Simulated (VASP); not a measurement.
# InAs (zincblende type) (F-43m) in VASP: further runs, part 2 of 2

VASP 6.6.1. The steps go on from the part before.

### 3 Single point, LDA (volume scaled by 0.72)

Input file INCAR:

```
SYSTEM = InAs
PREC = Accurate
ENCUT = 520
EDIFF = 1E-6
ISMEAR = -1
SIGMA = 0.08
LREAL = .FALSE.
LASPH = .TRUE.
NELM = 60
ALGO = Normal
ISIF = 2
LWAVE = .FALSE.
LCHARG = .TRUE.
GGA = CA
LELF = .TRUE.
LVHAR = .TRUE.
NBANDS = 16
```

Input file KPOINTS:

```
Automatic mesh
0
G
  11 11 11
  0 0 0
```

Input file POSCAR:

```
InAs
1.0
    0.0000000000      2.7008903408      2.7008903408
    2.7008903408      0.0000000000      2.7008903408
    2.7008903408      2.7008903408      0.0000000000
In As
1 1
Direct
    0.0000000000      0.0000000000      0.0000000000
    0.2500000000      0.2500000000      0.2500000000
```

Potentials or basis: VASP PAW LDA potentials, release 64 (In_d, As).

Started as:

```
$ cat potpaw_LDA.64/In_d/POTCAR potpaw_LDA.64/As/POTCAR > POTCAR
$ mpirun -np 1 vasp_std > vasp.out
```

OUTCAR:

```text
SYSTEM = InAs
   PREC = Accurate
   ENCUT = 520
   EDIFF = 1E-6
   ISMEAR = -1
   LREAL = .FALSE.
   LASPH = .TRUE.
   NELM = 60
   ISIF = 2
   GGA = CA

 ion  position               nearest neighbor table
   1  0.000  0.000  0.000-   2 2.34   2 2.34   2 2.34   2 2.34
   2  0.250  0.250  0.250-   1 2.34   1 2.34   1 2.34   1 2.34

  LATTYP: Found a face centered cubic cell.
 ALAT       =     5.4017806816

  Lattice vectors:

 A1 = (   0.0000000000,   2.7008903408,   2.7008903408)
 A2 = (   2.7008903408,   0.0000000000,   2.7008903408)
 A3 = (   2.7008903408,   2.7008903408,   0.0000000000)

Analysis of symmetry for initial positions (statically):
=====================================================================
 Subroutine PRICEL returns:
 Original cell was already a primitive cell.

 Routine SETGRP: Setting up the symmetry group for a
 face centered cubic supercell.

 Subroutine GETGRP returns: Found 24 space group operations
 (whereof 24 operations were pure point group operations)
 out of a pool of 48 trial point group operations.

The static configuration has the point symmetry T_d .

Analysis of symmetry for dynamics (positions and initial velocities):
=====================================================================
 Subroutine PRICEL returns:
 Original cell was already a primitive cell.

 Routine SETGRP: Setting up the symmetry group for a
 face centered cubic supercell.

 Subroutine GETGRP returns: Found 24 space group operations
 (whereof 24 operations were pure point group operations)
 out of a pool of 48 trial point group operations.

The dynamic configuration has the point symmetry T_d .

 Subroutine INISYM returns: Found 24 space group operations
 (whereof 24 operations are pure point group operations),
 and found     1 'primitive' translations

----------------------------------------------------------------------------------------

                                     Primitive cell

  volume of cell :      39.4050

  direct lattice vectors                    reciprocal lattice vectors
     0.000000000  2.700890341  2.700890341    -0.185124139  0.185124139  0.185124139
     2.700890341  0.000000000  2.700890341     0.185124139 -0.185124139  0.185124139
     2.700890341  2.700890341  0.000000000     0.185124139  0.185124139 -0.185124139

  length of vectors
     3.819635750  3.819635750  3.819635750     0.320644415  0.320644415  0.320644415

  position of ions in fractional coordinates (direct lattice)
     0.000000000  0.000000000  0.000000000
     0.250000000  0.250000000  0.250000000

  ion indices of the primitive-cell ions
   primitive index   ion index
                 1           1
                 2           2

----------------------------------------------------------------------------------------

 KPOINTS: Automatic mesh

Automatic generation of k-mesh.
 Grid dimensions read from file:
 generate k-points for:   11   11   11

 Generating k-lattice:

  Cartesian coordinates                     Fractional coordinates (reciprocal lattice)
    -0.016829467  0.016829467  0.016829467     0.090909091  0.000000000  0.000000000
     0.016829467 -0.016829467  0.016829467     0.000000000  0.090909091  0.000000000
     0.016829467  0.016829467 -0.016829467     0.000000000  0.000000000  0.090909091

  Length of vectors
     0.029149492  0.029149492  0.029149492

  Shift w.r.t. Gamma in fractional coordinates (k-lattice)
     0.000000000  0.000000000  0.000000000

 Subroutine IBZKPT returns following result:
 ===========================================

 Found     56 irreducible k-points:

 Following reciprocal coordinates:
            Coordinates               Weight
  0.000000  0.000000  0.000000      1.000000
  0.090909  0.000000  0.000000      8.000000
  0.181818  0.000000  0.000000      8.000000
  0.272727  0.000000  0.000000      8.000000
  0.363636  0.000000  0.000000      8.000000
  0.454545  0.000000  0.000000      8.000000
[... 16 lines left out ...]
 -0.272727  0.181818  0.000000     24.000000
 -0.181818  0.181818  0.000000     12.000000
 [... further k-points ...]
   k-points           NKPTS =     56   k-points in BZ     NKDIM =     56   number of bands    NBANDS=     16
   number of dos      NEDOS =    301   number of ions     NIONS =      2
   total plane-waves  NPLWV =  21952
   dimension x,y,z NGX =    28 NGY =   28 NGZ =   28
   dimension x,y,z NGXF=    56 NGYF=   56 NGZF=   56
   ions per type =               1   1
   NGX,Y,Z   is equivalent  to a cutoff of  12.19, 12.19, 12.19 a.u.
   NGXF,Y,Z  is equivalent  to a cutoff of  24.37, 24.37, 24.37 a.u.
 SYSTEM =  InAs
   PREC   = accura    normal or accurate (medium, high low for compatibility)
   ISTART =      0    job   : 0-new  1-cont  2-samecut
   ICHARG =      2    charge: 1-file 2-atom 10-const
   ISPIN  =      1    spin polarized calculation?
   LNONCOLLINEAR =      F non collinear calculations
   LSORBIT =      F    spin-orbit coupling
   LASPH  =      T    aspherical Exc in radial PAW
   ENCUT  =  520.0 eV  38.22 Ry    6.18 a.u.   7.10  7.10  7.10*2*pi/ulx,y,z
   NELM   =     60;   NELMIN=  2; NELMDL= -5     # of ELM steps
   EDIFF  = 0.1E-05   stopping-criterion for ELM
   LREAL  =      F    real-space projection
   EDIFFG = 0.1E-04   stopping-criterion for IOM
   NSW    =      0    number of steps for IOM
   IBRION =     -1    ionic relax: 0-MD 1-quasi-New 2-CG
   NFREE  =      0    steps in history (QN), initial steepest desc. (CG)
   ISIF   =      2    stress and relaxation
   ISYM   =      2    0-nonsym 1-usesym 2-fastsym
   POTIM  = 0.5000    time-step for ionic-motion
   TEBEG  =    0.0;   TEEND  =   0.0 temperature during run
   PSTRESS=    0.0 pullay stress
   NELECT =      18.0000    total number of electrons
   NUPDOWN=      -1.0000    fix difference up-down
   EMIN   =  10.00;   EMAX   =-10.00  energy-range for DOS
   EFERMI =   0.00;   METHOD = LEGACY
   ISMEAR =    -1;   SIGMA  =   0.08  broadening in eV -4-tet -1-fermi 0-gaus
   EFERMI_NEDOS =   21; number of points for ismear=-14 and -15
   IALGO  =     38    algorithm
   IMIX   =      4    mixing-type and parameters
     AMIX     =   0.40;   BMIX     =  1.00
     AMIX_MAG =   1.60;   BMIX_MAG =  1.00
  volume/ion in A,a.u.               =      19.70       132.96
  Fermi-wavevector in a.u.,A,eV,Ry     =   1.260807  2.382580 21.628298  1.589635
  Thomas-Fermi vector in A             =   2.394298
   LORBIT       =      0    0 simple, 1 ext, 2 COOP (PROOUT), +10 PAW based schemes
   GGA     = CA    functional components
   LHFCALC =     F    Hartree Fock is set to
   AEXX    =    0.0000 exact exchange contribution
   IVDW    =     0    specifies the selected vdW correction
   LEPSILON=     F    determine dielectric tensor
   LRPA    =     F    only Hartree local field effects (RPA)
 non-spin polarized calculation
  energy-cutoff  :      520.00
  volume of cell :       39.40
 maximum number of plane-waves:      1071
   NGX = 15   NGY = 15   NGZ = 15

 number of electron      18.0000008 magnetization

 Free energy of the ion-electron system (eV)
  ---------------------------------------------------
  ext. energy  EPLUGINS =         0.00000000
  ---------------------------------------------------
  free energy    TOTEN  =        -7.50428704 eV

  energy without entropy =       -7.50418384  energy(sigma->0) =       -7.50423544

 E-fermi :   8.9842     XC(G=0): -10.9463

 val. band max:        8.6369884257   @ k =   0.0000   0.0000   0.0000
 cond. band min:       9.3531415090   @ k =   0.4545   0.4545   0.0000
 fundamental gap:      0.7161530833
 Fermi energy:         8.9841820449

 k-point     1 :       0.0000    0.0000    0.0000
  band No.  band energies     occupation
      1      -7.0142      2.00000
      2      -7.0142      2.00000
      3      -7.0142      2.00000
      4      -6.6627      2.00000
      5      -6.6627      2.00000
      6      -6.1247      2.00000
[... 8 lines left out ...]
     15      19.2337      0.00000
     16      19.2337      0.00000

 k-point     2 :       0.0909    0.0000    0.0000
  band No.  band energies     occupation
      1      -7.0781      2.00000
      2      -7.0045      2.00000
      3      -7.0045      2.00000
      4      -6.6636      2.00000
      5      -6.6636      2.00000
      6      -5.9467      2.00000
[... 8 lines left out ...]
     15      18.0730      0.00000
     16      18.0730      0.00000
[... 387 lines left out ...]
      5      -6.6569      2.00000
      6      -3.8970      2.00000
[... 8 lines left out ...]
     15      19.5045      0.00000
     16      21.1878      0.00000

 k-point    24 :      -0.1818    0.1818    0.0000
  band No.  band energies     occupation
      1      -7.3306      2.00000
      2      -6.9389      2.00000
      3      -6.9304      2.00000
      4      -6.6815      2.00000
      5      -6.6552      2.00000
      6      -4.6129      2.00000
[... 8 lines left out ...]
     15      19.3508      0.00000
     16      20.2673      0.00000

 [... further k-points ...]
[... 5 lines left out ...]
  --------------------------------------------------------------------------------------
  -------------------------------------------------------------------------------------
  Total       10.5676029     10.5676029     10.5676029     -0.0000000      0.0000000     -0.0000000
  in kB      429.6711711    429.6711711    429.6711711     -0.0000000      0.0000000     -0.0000000
  external PRESSURE =     429.6711711 kB  Pullay stress =       0.0000000 kB

 VOLUME and BASIS-vectors are now :
 -----------------------------------------------------------------------------
  energy-cutoff  :      520.00
  volume of cell :       39.40
      direct lattice vectors                 reciprocal lattice vectors
     0.000000000  2.700890341  2.700890341    -0.185124139  0.185124139  0.185124139
     2.700890341  0.000000000  2.700890341     0.185124139 -0.185124139  0.185124139
     2.700890341  2.700890341  0.000000000     0.185124139  0.185124139 -0.185124139

 POSITION                                       TOTAL-FORCE (eV/Angst)
 -----------------------------------------------------------------------------------
      0.00000      0.00000      0.00000        -0.000000     -0.000000      0.000000
      1.35045      1.35045      1.35045         0.000000      0.000000     -0.000000
 -----------------------------------------------------------------------------------
    total drift:                               -0.000001     -0.000001     -0.000000

  FREE ENERGIE OF THE ION-ELECTRON SYSTEM (eV)
  ---------------------------------------------------
  free  energy   TOTEN  =        -7.5042870368 eV

  energy  without entropy=       -7.5041838423  energy(sigma->0) =       -7.50423544
```

stdout:

```text
POSCAR found type information on POSCAR InAs
 POSCAR found :  2 types and       2 ions
 scaLAPACK will be used
 LDA part: xc-table for (Slater(with rela. corr.)+CA(PZ))
 , standard interpolation
 POSCAR, INCAR and KPOINTS ok, starting setup
 FFT: planning ... GRIDC
 FFT: planning ... GRID_SOFT
 FFT: planning ... GRID
 WAVECAR not read
 entering main loop
```

Run time: 21 s. Hardware: 1 thread of Intel Xeon Platinum 8559C (Emerald Rapids), shared host; peak memory 0.16 GiB.

Results:

- Free energy: -7.5043 eV
- Pressure: 43.0 GPa
- Band gap on the k mesh: 0.72 eV, indirect (least direct gap 1.25 eV)

Caveat: spin-orbit coupling is left out, which moves the levels of the heavy elements. A k mesh can miss the band edges.

### 4 Single point, LDA (volume scaled by 0.8)

Input file INCAR:

```
ALGO = Normal ; EDIFF = 1E-6
ENCUT = 520 ; ISIF = 2
ISMEAR = -1 ; LASPH = True
LCHARG = False ; LREAL = False
LWAVE = False ; NBANDS = 16
NELM = 100 ; PREC = Accurate
SIGMA = 0.08
```

Input file KPOINTS:

```
k-points
0
Gamma
  11 11 11
```

Input file POSCAR:

```
InAs
1.0
    0.0000000000      2.7974314207      2.7974314207
    2.7974314207      0.0000000000      2.7974314207
    2.7974314207      2.7974314207      0.0000000000
In As
1 1
Direct
    0.0000000000      0.0000000000      0.0000000000
    0.2500000000      0.2500000000      0.2500000000
```

Started as:

```
$ cat potpaw_LDA.64/In_d/POTCAR potpaw_LDA.64/As/POTCAR > POTCAR
$ mpirun -np 1 vasp_std > vasp.out
```

Wall time 25 s (1 thread of Intel Xeon Platinum 8559C (Emerald Rapids), shared host); peak memory 0.17 GiB.

Results (log left out):

| Quantity | Value |
| --- | --- |
| Free energy | -8.3847 eV |
| Pressure | 23.0 GPa |
| Band gap on the k mesh | 0.78 eV, direct |

Levels at points of the mesh, in eV from the valence-band top:
| k point | band 7 | band 8 | band 9 | band 10 | band 11 | band 12 |
| --- | --- | --- | --- | --- | --- | --- |
| (0.00, 0.00, 0.00) | 0.00 | 0.00 | 0.00 | 0.78 | 3.84 | 3.84 |

Caveat: spin-orbit coupling is left out, which moves the levels of the heavy elements. A k mesh can miss the band edges.

### 5 Single point, LDA (volume scaled by 0.8)

Input file INCAR:

```
SYSTEM = InAs
  PREC = Accurate
  ENCUT = 520
  EDIFF = 1E-6
  ISMEAR = -1
  SIGMA = 0.08
  LREAL = .False.
  LASPH = .True.
  NELM = 60
  ALGO = Normal
  ISIF = 2
  LWAVE = .False.
  LCHARG = .False.
  GGA = CA
  NBANDS = 16
```

Input file KPOINTS:

```
Automatic mesh
0
Gamma
  11 11 11
  0 0 0
```

POSCAR is that of step 4.

Potentials or basis: VASP PAW LDA potentials, release 64 (In_d, As).

Started as:

```
$ cat potpaw_LDA.64/In_d/POTCAR potpaw_LDA.64/As/POTCAR > POTCAR
$ mpirun -np 1 vasp_std > vasp.out
```

OUTCAR:

```text
SYSTEM = InAs
   PREC = Accurate
   ENCUT = 520
   EDIFF = 1E-6
   ISMEAR = -1
   LREAL = .False.
   LASPH = .True.
   NELM = 60
   ISIF = 2
   GGA = CA

 ion  position               nearest neighbor table
   1  0.000  0.000  0.000-   2 2.42   2 2.42   2 2.42   2 2.42
   2  0.250  0.250  0.250-   1 2.42   1 2.42   1 2.42   1 2.42

  LATTYP: Found a face centered cubic cell.
 ALAT       =     5.5948628414

  Lattice vectors:

 A1 = (   0.0000000000,   2.7974314207,   2.7974314207)
 A2 = (   2.7974314207,   0.0000000000,   2.7974314207)
 A3 = (   2.7974314207,   2.7974314207,   0.0000000000)

Analysis of symmetry for initial positions (statically):
=====================================================================
 Subroutine PRICEL returns:
 Original cell was already a primitive cell.

 Routine SETGRP: Setting up the symmetry group for a
 face centered cubic supercell.

 Subroutine GETGRP returns: Found 24 space group operations
 (whereof 24 operations were pure point group operations)
 out of a pool of 48 trial point group operations.

The static configuration has the point symmetry T_d .

Analysis of symmetry for dynamics (positions and initial velocities):
=====================================================================
 Subroutine PRICEL returns:
 Original cell was already a primitive cell.

 Routine SETGRP: Setting up the symmetry group for a
 face centered cubic supercell.

 Subroutine GETGRP returns: Found 24 space group operations
 (whereof 24 operations were pure point group operations)
 out of a pool of 48 trial point group operations.

The dynamic configuration has the point symmetry T_d .

 Subroutine INISYM returns: Found 24 space group operations
 (whereof 24 operations are pure point group operations),
 and found     1 'primitive' translations
[... 103 lines left out ...]
   POTIM  = 0.5000    time-step for ionic-motion
   TEBEG  =    0.0;   TEEND  =   0.0 temperature during run
   PSTRESS=    0.0 pullay stress
   NELECT =      18.0000    total number of electrons
   NUPDOWN=      -1.0000    fix difference up-down
   EMIN   =  10.00;   EMAX   =-10.00  energy-range for DOS
   EFERMI =   0.00;   METHOD = LEGACY
   ISMEAR =    -1;   SIGMA  =   0.08  broadening in eV -4-tet -1-fermi 0-gaus
   EFERMI_NEDOS =   21; number of points for ismear=-14 and -15
   IALGO  =     38    algorithm
   IMIX   =      4    mixing-type and parameters
     AMIX     =   0.40;   BMIX     =  1.00
     AMIX_MAG =   1.60;   BMIX_MAG =  1.00
  volume/ion in A,a.u.               =      21.89       147.73
  Fermi-wavevector in a.u.,A,eV,Ry     =   1.217296  2.300356 20.161245  1.481810
  Thomas-Fermi vector in A             =   2.352621
   LORBIT       =      0    0 simple, 1 ext, 2 COOP (PROOUT), +10 PAW based schemes
   GGA     = CA    functional components
   LHFCALC =     F    Hartree Fock is set to
   AEXX    =    0.0000 exact exchange contribution
   IVDW    =     0    specifies the selected vdW correction
   LEPSILON=     F    determine dielectric tensor
   LRPA    =     F    only Hartree local field effects (RPA)
 non-spin polarized calculation
  energy-cutoff  :      520.00
  volume of cell :       43.78
 maximum number of plane-waves:      1243
 NGX is ok and might be reduce to    30
   NGX = 15   NGY = 15   NGZ = 15

 number of electron      18.0000004 magnetization

 Free energy of the ion-electron system (eV)
  ---------------------------------------------------
  ext. energy  EPLUGINS =         0.00000000
  ---------------------------------------------------
  free energy    TOTEN  =        -8.38471698 eV

  energy without entropy =       -8.38467607  energy(sigma->0) =       -8.38469652

 E-fermi :   7.5531     XC(G=0): -10.4492

 val. band max:        7.1054118813   @ k =   0.0000   0.0000   0.0000
 cond. band min:       7.8881002866   @ k =   0.0000   0.0000   0.0000
 fundamental gap:      0.7826884054
 Fermi energy:         7.5530954743

 k-point     1 :       0.0000    0.0000    0.0000
  band No.  band energies     occupation
      1      -8.0009      2.00000
      2      -8.0009      2.00000
      3      -8.0009      2.00000
      4      -7.7384      2.00000
      5      -7.7384      2.00000
      6      -6.6196      2.00000
[... 433 lines left out ...]
      3      -7.9387      2.00000
      4      -7.7507      2.00000
      5      -7.7310      2.00000
      6      -5.3522      2.00000
[... 8 lines left out ...]
     15      17.3764      0.00000
     16      18.3268      0.00000

 [... further k-points ...]
[... 5 lines left out ...]
  --------------------------------------------------------------------------------------
  -------------------------------------------------------------------------------------
  Total        6.2743518      6.2743518      6.2743518     -0.0000000     -0.0000000     -0.0000000
  in kB      229.5995890    229.5995890    229.5995890     -0.0000000     -0.0000000     -0.0000000
  external PRESSURE =     229.5995890 kB  Pullay stress =       0.0000000 kB

 VOLUME and BASIS-vectors are now :
 -----------------------------------------------------------------------------
  energy-cutoff  :      520.00
  volume of cell :       43.78
      direct lattice vectors                 reciprocal lattice vectors
     0.000000000  2.797431421  2.797431421    -0.178735391  0.178735391  0.178735391
     2.797431421  0.000000000  2.797431421     0.178735391 -0.178735391  0.178735391
     2.797431421  2.797431421  0.000000000     0.178735391  0.178735391 -0.178735391

 POSITION                                       TOTAL-FORCE (eV/Angst)
 -----------------------------------------------------------------------------------
      0.00000      0.00000      0.00000        -0.000000     -0.000000     -0.000000
      1.39872      1.39872      1.39872         0.000000      0.000000      0.000000
 -----------------------------------------------------------------------------------
    total drift:                                0.000000      0.000000      0.000000

  FREE ENERGIE OF THE ION-ELECTRON SYSTEM (eV)
  ---------------------------------------------------
  free  energy   TOTEN  =        -8.3847169790 eV

  energy  without entropy=       -8.3846760687  energy(sigma->0) =       -8.38469652
```

stdout:

```text
POSCAR found type information on POSCAR InAs
 POSCAR found :  2 types and       2 ions
 scaLAPACK will be used
 LDA part: xc-table for (Slater(with rela. corr.)+CA(PZ))
 , standard interpolation
 POSCAR, INCAR and KPOINTS ok, starting setup
 FFT: planning ... GRIDC
 FFT: planning ... GRID_SOFT
 FFT: planning ... GRID
 WAVECAR not read
 entering main loop
```

It took 24 s on 1 thread of Intel Xeon Platinum 8559C (Emerald Rapids), shared host; peak memory 0.17 GiB.

What came out:

```
Free energy            : -8.3847 eV
Pressure               : 23.0 GPa
Band gap on the k mesh : 0.78 eV, direct
```

Caveat: spin-orbit coupling is left out, which moves the levels of the heavy elements.

### 6 Overview

| cell | gap on the mesh (eV) | pressure (GPa) |
| --- | --- | --- |
| a = 3.673 Å, angles 60.0°, 2 atoms | 0.37 | 76.1 |
| a = 3.820 Å, angles 60.0°, 2 atoms | 0.72 | 43.0 |
| a = 3.956 Å, angles 60.0°, 2 atoms | 0.78 | 23.0 |

Alike in all rows: task single point; level LDA; potentials or basis VASP PAW LDA potentials, release 64 (In_d, As); no spin polarisation; k mesh 11 × 11 × 11; cutoff (eV) 520; smearing fermi-dirac 0.08 eV.

Caveats: spin-orbit coupling is left out, which moves the levels of the heavy elements.

Absolute energies hang on the potentials; compare differences alone.
